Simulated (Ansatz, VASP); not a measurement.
**One calculation of Ag2HCl2, two programs**

```
CELL_PARAMETERS angstrom
3.89662 0.00000 0.00000
0.00000 3.89662 0.00000
0.00000 0.00000 20.14787
ATOMIC_POSITIONS crystal
Ag 0.00000 0.00000 0.19853
Ag 0.50000 0.50000 0.33376
Cl 0.50000 0.50000 0.19853
Cl 0.00000 0.00000 0.33988
H 0.25000 0.25000 0.50367
```

Alike in both runs: task single point; functional PBE; dispersion D3(BJ); k mesh 7 × 7 × 1; occupations gaussian, width 0.05 eV; collinear spin.

|  | VASP | Ansatz |
| --- | --- | --- |
| version | VASP 6.6.1 | Ansatz 0.2.0 |
| potentials or method | VASP PAW PBE potentials, release 64 (Ag, Cl, H), cutoff 520 eV | scalar-relativistic, plane waves, PAW |
| valence electrons in the cell | 37 | 53 |

```tsv
	VASP	Ansatz	Ansatz less VASP
gap on the k mesh at the Fermi level (eV)	1.11	1.11	+0.005
least direct gap on the mesh (eV)	2.55	2.55	+0.003
rms of the force components (eV/Å)	0.096	0.096	-0.0006
net moment per atom (μB)	0.20	0.20	0.000
size of the moment on the site where the two differ most (μB)	0.38	0.93	+0.548
```

Site moments also hang on the region over which each program counts them. VASP's potentials hold 37 valence electrons a cell and Ansatz's 53, so a difference there can come from the potentials and not from the codes.
